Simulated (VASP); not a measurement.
# AlNi3 (Fm-3m) in VASP: notebook

The runs below take AlNi3 through single point, with LDA.

Everything below comes from runs of VASP 6.6.1. Logs are shortened: lines on timing, memory, paths and dates and some standing lists are left out, and cuts for length are marked.

**1. The cell of the first run**

Symmetry: Fm-3m, No. 225, cubic system. Conventional cell: a = 5.644 Å, b = 5.644 Å, c = 5.644 Å, α = 90.00°, β = 90.00°, γ = 90.00°. Al (site symmetry m-3m) has 14 Ni at 2.44 to 2.82 Å within 3.2 Å. Within 3.2 Å of Ni (site symmetry -43m) lie 4 Al at 2.44 Å and 10 Ni at 2.44 to 2.82 Å. Within 3.2 Å of Ni (site symmetry m-3m) lie 8 Ni at 2.44 Å and 6 Al at 2.82 Å.

**2. Single point, LDA, collinear spin (11.24 Å³/atom)**

Input file INCAR:

```
SYSTEM = AlNi3
ALGO = Normal
EDIFF = 1E-6
ENCUT = 520
GGA = CA
ISIF = 2
ISMEAR = 0
ISPIN = 2
LASPH = .TRUE.
LCHARG = .FALSE.
LMAXMIX = 4
LORBIT = 11
LREAL = .FALSE.
LWAVE = .FALSE.
MAGMOM = 0 0.125 0.125 0.125
NBANDS = 28
NELM = 150
NUPDOWN = 0.375
PREC = Accurate
SIGMA = 0.15
```

Input file KPOINTS:

```
k-points
0
G
  14 14 14
  0 0 0
```

Input file POSCAR:

```
AlNi3
1.0
    0.0000000000      2.8220202481      2.8220202481
    2.8220202481      0.0000000000      2.8220202481
    2.8220202481      2.8220202481      0.0000000000
Al Ni
1 3
Direct
    0.5000000000      0.5000000000      0.5000000000
    0.2500000000      0.2500000000      0.2500000000
    0.0000000000      0.0000000000      0.0000000000
    0.7500000000      0.7500000000      0.7500000000
```

Potentials or basis: VASP PAW LDA potentials, release 64 (Al, Ni).

Command:

```sh
$ cat potpaw_LDA.64/Al/POTCAR potpaw_LDA.64/Ni/POTCAR > POTCAR
$ mpirun -np 1 vasp_std > vasp.out
```

OUTCAR:

```text
SYSTEM = AlNi3
   EDIFF = 1E-6
   ENCUT = 520
   GGA = CA
   ISIF = 2
   ISMEAR = 0
   ISPIN = 2
   LASPH = .TRUE.
   LORBIT = 11
   LREAL = .FALSE.
   NELM = 150
   NUPDOWN = 0.375
   PREC = Accurate

 ion  position               nearest neighbor table
   1  0.500  0.500  0.500-   2 2.44   2 2.44   2 2.44   2 2.44   4 2.44   4 2.44   4 2.44   4 2.44
                             3 2.82   3 2.82   3 2.82   3 2.82   3 2.82   3 2.82
   2  0.250  0.250  0.250-   3 2.44   3 2.44   3 2.44   1 2.44   3 2.44   1 2.44   1 2.44   1 2.44
                             4 2.82   4 2.82   4 2.82   4 2.82   4 2.82   4 2.82
   3  0.000  0.000  0.000-   4 2.44   4 2.44   4 2.44   2 2.44   4 2.44   2 2.44   2 2.44   2 2.44
                             1 2.82   1 2.82   1 2.82   1 2.82   1 2.82   1 2.82
   4  0.750  0.750  0.750-   1 2.44   1 2.44   1 2.44   1 2.44   3 2.44   3 2.44   3 2.44   3 2.44
                             2 2.82   2 2.82   2 2.82   2 2.82   2 2.82   2 2.82

  LATTYP: Found a face centered cubic cell.
 ALAT       =     5.6440404962

  Lattice vectors:

 A1 = (   0.0000000000,   2.8220202481,   2.8220202481)
 A2 = (   2.8220202481,   0.0000000000,   2.8220202481)
 A3 = (   2.8220202481,   2.8220202481,   0.0000000000)

Analysis of symmetry for initial positions (statically):
=====================================================================
 Subroutine PRICEL returns:
 Original cell was already a primitive cell.

 Routine SETGRP: Setting up the symmetry group for a
 face centered cubic supercell.

 Subroutine GETGRP returns: Found 48 space group operations
 (whereof 48 operations were pure point group operations)
 out of a pool of 48 trial point group operations.

The static configuration has the point symmetry O_h .

Analysis of symmetry for dynamics (positions and initial velocities):
=====================================================================
 Subroutine PRICEL returns:
 Original cell was already a primitive cell.

 Routine SETGRP: Setting up the symmetry group for a
 face centered cubic supercell.

 Subroutine GETGRP returns: Found 48 space group operations
 (whereof 48 operations were pure point group operations)
 out of a pool of 48 trial point group operations.

The dynamic configuration has the point symmetry O_h .

Analysis of structural, dynamic, and magnetic symmetry:
=====================================================================
 Subroutine PRICEL returns:
 Original cell was already a primitive cell.

 Routine SETGRP: Setting up the symmetry group for a
[... 137 lines left out ...]
   AEXX    =    0.0000 exact exchange contribution
   IVDW    =     0    specifies the selected vdW correction
   LEPSILON=     F    determine dielectric tensor
   LRPA    =     F    only Hartree local field effects (RPA)
 spin polarized calculation
 Gauss-broadening in eV      SIGMA  =   0.15
  energy-cutoff  :      520.00
  volume of cell :       44.95
 maximum number of plane-waves:      1243
 NGX is ok and might be reduce to    30
   NGX = 15   NGY = 15   NGZ = 15

 number of electron      32.9999997 magnetization       0.3750000

 Free energy of the ion-electron system (eV)
  ---------------------------------------------------
  ext. energy  EPLUGINS =         0.00000000
  ---------------------------------------------------
  free energy    TOTEN  =       -25.52518023 eV

  energy without entropy =      -25.49184658  energy(sigma->0) =      -25.50851340

 E-fermi :   9.2949     XC(G=0): -13.0027

 val. band max:        9.4474393290   @ k =  -0.4286   0.4286   0.1429
 cond. band min:       9.3030962659   @ k =   0.5000   0.2143   0.0000
 fundamental gap:     -0.1443430631
 Fermi energy:         9.4486501197

 spin component 1

 k-point     1 :       0.0000    0.0000    0.0000
  band No.  band energies     occupation
      1      -0.6367      1.00000
      2       5.8352      1.00000
      3       5.8352      1.00000
      4       5.9508      1.00000
      5       5.9508      1.00000
      6       5.9508      1.00000
[... 733 lines left out ...]
     27      23.1153      0.00000
     28      23.2026      0.00000

 [... further k-points ...]

 spin component 2

 k-point     1 :       0.0000    0.0000    0.0000
  band No.  band energies     occupation
      1      -0.6188      1.00000
      2       5.9137      1.00000
      3       5.9137      1.00000
      4       6.0183      1.00000
      5       6.0183      1.00000
      6       6.0183      1.00000
[... 733 lines left out ...]
     27      23.1491      0.00000
     28      23.2346      0.00000

 [... further k-points ...]

------------------------ aborting loop because EDIFF is reached ----------------------------------------

  FORCE on cell =-STRESS in cart. coord.  units (eV):
  Direction    XX          YY          ZZ          XY          YZ          ZX
  --------------------------------------------------------------------------------------
  -------------------------------------------------------------------------------------
  Total       -3.0171240     -3.0171240     -3.0171240     -0.0000000      0.0000000      0.0000000
  in kB     -107.5457799   -107.5457799   -107.5457799     -0.0000000      0.0000000      0.0000000
  external PRESSURE =    -107.5457799 kB  Pullay stress =       0.0000000 kB

 VOLUME and BASIS-vectors are now :
 -----------------------------------------------------------------------------
  energy-cutoff  :      520.00
  volume of cell :       44.95
      direct lattice vectors                 reciprocal lattice vectors
     0.000000000  2.822020248  2.822020248    -0.177178034  0.177178034  0.177178034
     2.822020248  0.000000000  2.822020248     0.177178034 -0.177178034  0.177178034
     2.822020248  2.822020248  0.000000000     0.177178034  0.177178034 -0.177178034

 POSITION                                       TOTAL-FORCE (eV/Angst)
 -----------------------------------------------------------------------------------
      2.82202      2.82202      2.82202        -0.000000     -0.000000     -0.000000
      1.41101      1.41101      1.41101        -0.000000     -0.000000     -0.000000
      0.00000      0.00000      0.00000        -0.000000     -0.000000     -0.000000
      4.23303      4.23303      4.23303         0.000000      0.000000      0.000000
 -----------------------------------------------------------------------------------
    total drift:                                0.000000     -0.000000      0.000000

  FREE ENERGIE OF THE ION-ELECTRON SYSTEM (eV)
  ---------------------------------------------------
  free  energy   TOTEN  =       -25.5251802306 eV

  energy  without entropy=      -25.4918465765  energy(sigma->0) =      -25.50851340

 total charge

# of ion       s       p       d       tot
------------------------------------------
    1        0.407   0.410   0.000   0.817
    2        0.480   0.509   8.448   9.437
    3        0.484   0.491   8.406   9.380
    4        0.480   0.509   8.448   9.437
--------------------------------------------------
tot          1.851   1.918  25.301  29.071

 magnetization (x)

# of ion       s       p       d       tot
------------------------------------------
    1       -0.000   0.003   0.000   0.002
    2        0.002   0.003   0.097   0.102
    3        0.002   0.003   0.153   0.157
    4        0.002   0.003   0.097   0.102
--------------------------------------------------
tot          0.006   0.011   0.348   0.365
```

Run time: 7.2 min. Hardware: 1 thread of Intel Xeon 8259CL, shared host; peak memory 0.3 GiB.

What came out:

* Free energy: -25.5252 eV
* Pressure: -10.8 GPa
* Net moment: 0.38 μB per cell
* Site moments: Al +0.00; Ni +0.10, +0.16 (each value once) μB
* Valence electrons inside the program's atomic spheres: Al 0.82; Ni 9.44, 9.38 (each value once)

Caveat: the cell stands under tension; the total moment is fixed, so each spin has its own Fermi level and the state may be an excited one.

**3. Single point, LDA, collinear spin, ferromagnetic start (11.24 Å³/atom)**

Input file INCAR:

```
SYSTEM = AlNi3
PREC = Accurate
ENCUT = 520
EDIFF = 1E-6
ISMEAR = 0
SIGMA = 0.15
LREAL = .False.
LASPH = .True.
NELM = 150
ALGO = Fast
ISIF = 2
LWAVE = .False.
LCHARG = .True.
ISPIN = 2
MAGMOM = 0 0.625 0.625 0.625
LORBIT = 11
NUPDOWN = 1.875
LMAXMIX = 4
LELF = .True.
LVHAR = .True.
NBANDS = 28
```

Input file KPOINTS:

```
regular mesh
0
Gamma
  14 14 14
  0 0 0
```

POSCAR is that of step 2.

Potentials or basis: VASP PAW LDA potentials, release 64 (Al, Ni).

Command:

```sh
$ cat potpaw_LDA.64/Al/POTCAR potpaw_LDA.64/Ni/POTCAR > POTCAR
$ mpirun -np 1 vasp_std > vasp.out
```

It took 8.7 min on 1 thread of Intel Xeon 8259CL, shared host; peak memory 0.3 GiB.

The run converged. Its results:

```yaml
Free_energy: -25.1487 eV
Pressure: -8.0 GPa
Net_moment: 1.88 μB per cell
Site_moments: Al +0.02; Ni +0.54, +0.68 (each value once) μB
Valence_electrons_inside_the_program's_atomic_spheres: Al 0.82; Ni 9.43, 9.36 (each value once)
```

Caveat: the cell stands under tension; the total moment is fixed, so each spin has its own Fermi level and the state may be an excited one.

**4. Single point, LDA, collinear spin (9.33 Å³/atom)**

This run uses another cell than the first one, of 9.33 Å³/atom.

Input file INCAR:

```
PREC = Accurate ; ENCUT = 520
EDIFF = 1E-6 ; ISMEAR = 0
SIGMA = 0.15 ; LREAL = F
LASPH = T ; NELM = 150
ALGO = Fast ; ISIF = 2
LWAVE = F ; LCHARG = F
ISPIN = 2 ; MAGMOM = 0 0.125 0.125 0.125
LORBIT = 11 ; NUPDOWN = 0.375
LMAXMIX = 4 ; NBANDS = 28
```

Input file KPOINTS:

```
Automatic mesh
0
Gamma
  14 14 14
```

Input file POSCAR:

```
AlNi3
1.0
    0.0000000000      2.6522942041      2.6522942041
    2.6522942041      0.0000000000      2.6522942041
    2.6522942041      2.6522942041      0.0000000000
Al Ni
1 3
Direct
    0.5000000000      0.5000000000      0.5000000000
    0.2500000000      0.2500000000      0.2500000000
    0.0000000000      0.0000000000      0.0000000000
    0.7500000000      0.7500000000      0.7500000000
```

Command:

```sh
$ cat potpaw_LDA.64/Al/POTCAR potpaw_LDA.64/Ni/POTCAR > POTCAR
$ mpirun -np 1 vasp_std > vasp.out
```

Wall time 2.3 min (1 thread of AMD EPYC 9R45 (Zen 5), shared host); peak memory 0.23 GiB.

Results (log left out):

* Free energy: -25.0689 eV
* Pressure: 38.0 GPa
* Net moment: 0.38 μB per cell
* Site moments: Al +0.00; Ni +0.10, +0.15 (each value once) μB
* Valence electrons inside the program's atomic spheres: Al 0.94; Ni 9.83, 9.78 (each value once)

Caveat: the cell stands under pressure; the total moment is fixed, so each spin has its own Fermi level and the state may be an excited one.

**5. Single point, LDA, collinear spin, ferromagnetic start (9.33 Å³/atom)**

This run uses another cell than the first one, of 9.33 Å³/atom.

Input file INCAR:

```
SYSTEM = AlNi3
PREC = Accurate
ENCUT = 520
EDIFF = 1E-6
ISMEAR = 0
SIGMA = 0.15
LREAL = .False.
LASPH = .True.
NELM = 150
ALGO = Normal
ISIF = 2
LWAVE = .False.
LCHARG = .False.
ISPIN = 2
MAGMOM = 0 0.875 0.875 0.875
LORBIT = 11
NUPDOWN = 2.625
LMAXMIX = 4
GGA = CA
NBANDS = 28
```

Input file KPOINTS:

```
regular mesh
0
Gamma
  14 14 14
  0 0 0
```

POSCAR is that of step 4.

Potentials or basis: VASP PAW LDA potentials, release 64 (Al, Ni).

Command:

```sh
$ cat potpaw_LDA.64/Al/POTCAR potpaw_LDA.64/Ni/POTCAR > POTCAR
$ mpirun -np 1 vasp_std > vasp.out
```

OUTCAR:

```text
SYSTEM = AlNi3
   PREC = Accurate
   ENCUT = 520
   EDIFF = 1E-6
   ISMEAR = 0
   LREAL = .False.
   LASPH = .True.
   NELM = 150
   ISIF = 2
   ISPIN = 2
   LORBIT = 11
   NUPDOWN = 2.625
   GGA = CA

 ion  position               nearest neighbor table
   1  0.500  0.500  0.500-   2 2.30   2 2.30   2 2.30   4 2.30   4 2.30   4 2.30   4 2.30   2 2.30
                             3 2.65   3 2.65   3 2.65   3 2.65   3 2.65   3 2.65
   2  0.250  0.250  0.250-   3 2.30   3 2.30   3 2.30   1 2.30   1 2.30   1 2.30   3 2.30   1 2.30
                             4 2.65   4 2.65   4 2.65   4 2.65   4 2.65   4 2.65
   3  0.000  0.000  0.000-   4 2.30   4 2.30   4 2.30   2 2.30   2 2.30   2 2.30   4 2.30   2 2.30
                             1 2.65   1 2.65   1 2.65   1 2.65   1 2.65   1 2.65
   4  0.750  0.750  0.750-   1 2.30   1 2.30   1 2.30   3 2.30   3 2.30   3 2.30   3 2.30   1 2.30
[... 1724 lines left out ...]

 POSITION                                       TOTAL-FORCE (eV/Angst)
 -----------------------------------------------------------------------------------
      2.65229      2.65229      2.65229        -0.000000      0.000000      0.000000
      1.32615      1.32615      1.32615         0.000000      0.000000     -0.000000
      0.00000      0.00000      0.00000        -0.000000      0.000000      0.000000
      3.97844      3.97844      3.97844        -0.000000     -0.000000     -0.000000
 -----------------------------------------------------------------------------------
    total drift:                                0.000000      0.000000      0.000000

  FREE ENERGIE OF THE ION-ELECTRON SYSTEM (eV)
  ---------------------------------------------------
  free  energy   TOTEN  =       -23.9655012109 eV

  energy  without entropy=      -23.8916625622  energy(sigma->0) =      -23.92858189

 total charge

# of ion       s       p       d       tot
------------------------------------------
    1        0.435   0.520   0.000   0.955
    2        0.583   0.732   8.495   9.810
    3        0.584   0.732   8.427   9.743
    4        0.583   0.732   8.495   9.810
--------------------------------------------------
tot          2.186   2.715  25.417  30.318

 magnetization (x)

# of ion       s       p       d       tot
------------------------------------------
    1        0.008   0.045   0.000   0.052
    2        0.029   0.069   0.671   0.768
    3        0.014   0.063   0.817   0.895
    4        0.029   0.069   0.671   0.768
--------------------------------------------------
tot          0.079   0.246   2.159   2.484
```

stdout:

```text
POSCAR found type information on POSCAR AlNi
 POSCAR found :  2 types and       4 ions
 scaLAPACK will be used
 LDA part: xc-table for (Slater(with rela. corr.)+CA(PZ))
 , standard interpolation
 POSCAR, INCAR and KPOINTS ok, starting setup
 FFT: planning ... GRIDC
 FFT: planning ... GRID_SOFT
 FFT: planning ... GRID
 WAVECAR not read
 entering main loop
```

Wall time 2.2 min (1 thread of AMD EPYC 9R45 (Zen 5), shared host); peak memory 0.23 GiB.

What came out:

| Property | Result |
| --- | --- |
| Free energy | -23.9655 eV |
| Pressure | 45.7 GPa |
| Net moment | 2.62 μB per cell |
| Site moments | Al +0.05; Ni +0.77, +0.90 (each value once) μB |
| Valence electrons inside the program's atomic spheres | Al 0.95; Ni 9.81, 9.74 (each value once) |

Caveat: the cell stands under pressure; the total moment is fixed, so each spin has its own Fermi level and the state may be an excited one.

**6. Single point, LDA, collinear spin, ferromagnetic start (9.33 Å³/atom)**

This run uses another cell than the first one, of 9.33 Å³/atom.

Input file INCAR:

```
SYSTEM = AlNi3
PREC = Accurate
ENCUT = 520
EDIFF = 1E-6
ISMEAR = 0
SIGMA = 0.15
LREAL = .False.
LASPH = .True.
NELM = 150
ALGO = Fast
ISIF = 2
LWAVE = .False.
LCHARG = .True.
ISPIN = 2
MAGMOM = 0 0.625 0.625 0.625
LORBIT = 11
NUPDOWN = 1.875
LMAXMIX = 4
LELF = .True.
LVHAR = .True.
NBANDS = 28
```

KPOINTS is that of step 5.

POSCAR is that of step 5.

Potentials or basis: VASP PAW LDA potentials, release 64 (Al, Ni).

Command:

```sh
$ cat potpaw_LDA.64/Al/POTCAR potpaw_LDA.64/Ni/POTCAR > POTCAR
$ mpirun -np 1 vasp_std > vasp.out
```

Wall time 2.4 min (1 thread of AMD EPYC 9R45 (Zen 5), shared host); peak memory 0.22 GiB.

It converged, with:

- Free energy: -24.5341 eV
- Pressure: 42.1 GPa
- Net moment: 1.87 μB per cell
- Site moments: Al +0.03; Ni +0.55, +0.67 (each value once) μB
- Valence electrons inside the program's atomic spheres: Al 0.95; Ni 9.82, 9.76 (each value once)

Caveat: the cell stands under pressure; the total moment is fixed, so each spin has its own Fermi level and the state may be an excited one.

**7. Overview**

```tsv
spin	fixed moment (μB)	cell	pressure (GPa)	moment (μB)
collinear	0.375	a = 3.991 Å, angles 60.0°, 4 atoms	-10.8	0.38
collinear, ferromagnetic start	1.875	a = 3.991 Å, angles 60.0°, 4 atoms	-8.0	1.88
collinear	0.375	a = 3.751 Å, angles 60.0°, 4 atoms	38.0	0.38
collinear, ferromagnetic start	2.625	a = 3.751 Å, angles 60.0°, 4 atoms	45.7	2.62
collinear, ferromagnetic start	1.875	a = 3.751 Å, angles 60.0°, 4 atoms	42.1	1.87
```

Alike in all rows: task single point; level LDA; potentials or basis VASP PAW LDA potentials, release 64 (Al, Ni); k mesh 14 × 14 × 14; cutoff (eV) 520; smearing gaussian 0.15 eV.

Caveats: the total moment is fixed, so each spin has its own Fermi level and the state may be an excited one; the cell stands under pressure (at least some runs); the cell stands under tension (at least some runs).

Absolute energies hang on the potentials; compare differences alone.
